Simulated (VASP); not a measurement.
Set up this calculation in VASP 6.6.1, as the native input.

- Task: single point
- Functional: PBE
- Dispersion: D3(BJ)
- Potentials or basis: VASP PAW PBE potentials, release 64 (Hg, Te)
- Cutoff: 520 eV
- k mesh: 12 × 12 × 12
- Occupations: gaussian, width 0.1 eV
- Spin: no spin polarisation
- Dipole correction: no
- Further INCAR settings: ALGO = Normal; EDIFF = 1e-06; NBANDS = 16

The structure of HgTe lies in POSCAR:

```
HgTe
1.0
    0.0000000000      3.0497439883      3.0497439883
    3.0497439883      0.0000000000      3.0497439883
    3.0497439883      3.0497439883      0.0000000000
Hg Te
1 1
Direct
    0.0000000000      0.0000000000      0.0000000000
    0.5000000000      0.5000000000      0.5000000000
```

This cell differs from its parent crystal: volume scaled by 1.03.

These files were run (other wordings do the same):

INCAR

```
SYSTEM = HgTe
ALGO = Normal
EDIFF = 1E-6
ENCUT = 520
GGA = PE
ISIF = 2
ISMEAR = 0
IVDW = 12
LASPH = .True.
LCHARG = .False.
LREAL = .False.
LWAVE = .False.
NBANDS = 16
NELM = 80
PREC = Accurate
SIGMA = 0.1
```

KPOINTS

```
k-points
0
Gamma
  12 12 12
  0 0 0
```

Potentials or basis: VASP PAW PBE potentials, release 64 (Hg, Te).

Launch:

```console
$ cat potpaw_PBE.64/Hg/POTCAR potpaw_PBE.64/Te/POTCAR > POTCAR
$ mpirun -np 1 vasp_std > vasp.out
```

Results of the run:

| Item | Value |
| --- | --- |
| Pressure | -1.4 GPa |
| Band gap on the k mesh | zero (band 9 reaches 4.67 eV, above the bottom of band 10 at 2.13 eV) |
| Dispersion energy per atom | -0.442 eV |

Caveat: spin-orbit coupling is left out, which moves the levels of the heavy elements; pairwise dispersion overbinds metals, which lowers pressure and volume.

Run time: 18 s on 1 thread of Intel(R) Xeon(R) 6975P-C (Granite Rapids), with other jobs on the host, peak memory 0.23 GiB.
